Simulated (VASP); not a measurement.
# TaN: electric field gradients with PBE

The system is TaN.

```
Ta N
1.0
     2.97666    0.00000    0.00000
    -1.48833    2.57786    0.00000
     0.00000    0.00000    2.92094
Ta N
1 1
Cartesian
  0.0000 1.7186 1.4605
  0.0000 0.0000 0.0000
```

This cell differs from its parent crystal: volume scaled by 1.04.

| Quantity | Value |
| --- | --- |
| Program | VASP 6.6.1 |
| Task | electric field gradients |
| Functional | PBE |
| Potentials or basis | VASP PAW PBE potentials, release 64 (Ta_pv, N) |
| Cutoff | 520 eV |
| k mesh | 12 × 12 × 10 |
| Occupations | fermi-dirac, width 0.02 eV |
| Spin | no spin polarisation |
| Dipole correction | no |
| Further INCAR settings | ALGO = Normal; EDIFF = 1e-08; NBANDS = 15 |

The pressure is -7.7 GPa. The band gap on the k mesh is zero (band 8 reaches 8.25 eV, above the bottom of band 9 at 7.77 eV).

Stress tensor (GPa, compression positive):
```
-7.58  0.00  0.00
 0.00 -7.58  0.00
 0.00  0.00 -7.84
```

Levels at points of the mesh, in eV from the Fermi level:
| k point | band 5 | band 6 | band 7 | band 8 | band 9 | band 10 | band 11 | band 12 |
| --- | --- | --- | --- | --- | --- | --- | --- | --- |
| (0.00, 0.00, 0.00) | -4.49 | -4.49 | -4.13 | -2.98 | 1.82 | 3.31 | 3.31 | 3.68 |
| (0.50, 0.00, 0.00) | -8.16 | -5.10 | -3.42 | -3.21 | 2.76 | 3.69 | 4.89 | 4.91 |
| (0.00, 0.00, 0.50) | -9.21 | -3.71 | -3.71 | -0.18 | -0.18 | 2.18 | 3.11 | 3.11 |
| (0.50, 0.00, 0.50) | -7.20 | -6.13 | -5.56 | -0.54 | 3.78 | 4.95 | 5.59 | 6.62 |

Electric field gradients, principal values (V/Å²):
| atom | least | middle | greatest (by size) |
| --- | --- | --- | --- |
| 1 Ta | -12.230 | -12.230 | 24.460 |
| 2 N | -0.603 | -0.605 | 1.208 |

Wall time 47 s on 1 thread of Intel Xeon 8259CL (shared host), peak memory 0.17 GiB.

Caveat: without QUAD_EFG the Cq values of the log hold for a quadrupole moment of 1 mb, not for the nuclei; spin-orbit coupling is left out, which moves the levels of the heavy elements.
